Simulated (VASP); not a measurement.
Set up this calculation in VASP 6.6.1, as the native input.

| Quantity | Value |
| --- | --- |
| Task | single point |
| Functional | PBE |
| Potentials or basis | VASP PAW PBE potentials, release 64 (Sc_sv) |
| Cutoff | 520 eV |
| k mesh | 12 × 12 × 12 |
| Occupations | fermi-dirac, width 0.1 eV |
| Spin | no spin polarisation |
| Dipole correction | no |
| Further INCAR settings | ALGO = Normal; EDIFF = 1e-06; NBANDS = 12 |

The structure of Sc lies in POSCAR:

```
Sc
1.0
    2.9734986949      0.0000000000      0.0000000000
    0.0000000000      2.9734986949      0.0000000000
    0.0000000000      0.0000000000      2.9734986949
Sc
1
Direct
    0.0000000000      0.0000000000      0.0000000000
```

This isn't the form of Sc at room conditions, which is hcp.

The input as run:

INCAR

```
PREC     = Accurate       # precision mode
ENCUT    = 520            # plane-wave cutoff, eV
EDIFF    = 1E-6           # SCF threshold, eV
ISMEAR   = -1             # smearing method
SIGMA    = 0.1            # smearing width, eV
LREAL    = F              # projectors in reciprocal space
LASPH    = T              # aspherical terms in the spheres
NELM     = 80             # most SCF steps
ALGO     = Normal         # electronic algorithm
ISIF     = 2              # what is computed and relaxed
LWAVE    = F              # write WAVECAR
LCHARG   = T              # write CHGCAR
GGA      = PE             # functional
LELF     = T              # ELF
LVHAR    = T            
NBANDS   = 12             # bands
```

KPOINTS

```
Automatic mesh
0
Gamma
  12 12 12
```

Potentials or basis: VASP PAW PBE potentials, release 64 (Sc_sv).

Command:

```console
$ cat potpaw_PBE.64/Sc_sv/POTCAR > POTCAR
$ mpirun -np 1 vasp_std > vasp.out
```

Results of the run:

```
Pressure               : 0.0 GPa
Band gap on the k mesh : zero (an odd number of electrons rules out a gap without spin polarisation)
```

Wall time 30 s on 1 thread of Intel Xeon 8259CL, on a shared host, peak memory 0.15 GiB.
